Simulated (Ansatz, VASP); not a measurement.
## C2N3: VASP beside Ansatz

```
CELL_PARAMETERS angstrom
6.04458 0.00000 0.00000
-3.02229 5.23476 0.00000
0.00000 0.00000 7.03345
ATOMIC_POSITIONS crystal
C 0.33333 0.66667 0.09758
C 0.33333 0.66667 0.90242
C 0.66667 0.33333 0.09758
C 0.66667 0.33333 0.90242
N 0.00000 0.00000 0.57828
N 0.00000 0.00000 0.42172
N 0.33333 0.66667 0.26344
N 0.33333 0.66667 0.73656
N 0.66667 0.33333 0.26344
N 0.66667 0.33333 0.73656
```

Alike in both runs: functional PBE; k mesh 4 × 4 × 3; occupations gaussian, width 0.2 eV; no spin polarisation.

Ansatz relaxed the structure, and its values are those at the end. VASP's run is a single point on that final structure, the one shown.

|  | VASP | Ansatz |
| --- | --- | --- |
| version | VASP 6.6.1 | Ansatz 0.2.0 |
| potentials or method | VASP PAW PBE potentials, release 64 (C, N), cutoff 520 eV | scalar-relativistic, plane waves, PAW |
| valence electrons in the cell | 46 | 46 |

```csv
,VASP,Ansatz,Ansatz less VASP
gap on the k mesh at the Fermi level (eV),4.67,4.66,-0.013
least direct gap on the mesh (eV),4.67,4.66,-0.013
pressure (GPa),1.5,0.7,-0.72
rms of the force components (eV/Å),0.500,0.008,-0.4920
```

With one functional, cell and mesh, what is left measures potentials, basis and numerics.

Noted on VASP's run: the standard files for N, O and F lose accuracy on very short bonds.
